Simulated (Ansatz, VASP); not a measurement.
One calculation of Bi, two programs

File POSCAR:

```
Bi
1.0
   -1.9293117957      1.9293117957      1.9293117957
    1.9293117957     -1.9293117957      1.9293117957
    1.9293117957      1.9293117957     -1.9293117957
Bi
1
Direct
    0.0000000000      0.0000000000      0.0000000000
```

File INCAR.step1:

```
PREC = Accurate
ENCUT = 550
ISMEAR = -1
SIGMA = 0.1
LREAL = False
LASPH = True
NELM = 120
NBANDS = 14
GGA = PE
ALGO = Normal
EDIFF = 1E-5
LWAVE = True
LCHARG = False
GGA_COMPAT = False
```

INCAR.step2

```
PREC = Accurate
ENCUT = 550
EDIFF = 1E-6
ISMEAR = -1
SIGMA = 0.1
LREAL = False
LASPH = True
NELM = 120
ALGO = Normal
ISIF = 2
LWAVE = False
LCHARG = False
METAGGA = R2SCAN
LMIXTAU = True
NBANDS = 14
ISTART = 1
GGA_COMPAT = False
```

The input KPOINTS:

```
regular mesh
0
Gamma
  13 13 13
```

Input for Ansatz:

```yaml
crystal:
  lattice:
    - [-1.9293117957, 1.9293117957, 1.9293117957]
    - [1.9293117957, -1.9293117957, 1.9293117957]
    - [1.9293117957, 1.9293117957, -1.9293117957]
  atoms:
    - { symbol: Bi, position: [0.0, 0.0, 0.0] }
hamiltonian:
  xc: r2scan
  pseudopotentials:
    kind: paw
    azcp:
      Bi: "pseudopotentials/Bi.paw.azcp"
basis:
  ecutwfc: 500
  fft_grid_basis: typed
kpoints:
  mp_grid: { grid: [13, 13, 13], shift: [0, 0, 0] }
magnetization:
  spin_polarized: false
scf:
  occupations: { method: fermi_dirac, width: 0.1 }
  lower_state_search: "off"
output:
  stress: true
```

Alike in both runs: task single point; functional r2SCAN; k mesh 13 × 13 × 13; occupations fermi-dirac, width 0.1 eV; no spin polarisation.

|  | VASP | Ansatz |
| --- | --- | --- |
| version | VASP 6.6.1 | Ansatz 0.2.0 |
| potentials or method | VASP PAW PBE potentials, release 64 (Bi_d), cutoff 550 eV | plane waves (500 eV) with PAW, scalar-relativistic |
| valence electrons in the cell | 15 | 15 |

|  | VASP | Ansatz | Ansatz less VASP |
| --- | --- | --- | --- |
| pressure (GPa) | 5.5 | 5.6 | +0.02 |

VASP's potentials were made for PBE, not for r2SCAN. With one functional, cell and mesh, what is left measures potentials, basis and numerics.

Neither program's run includes spin-orbit coupling.
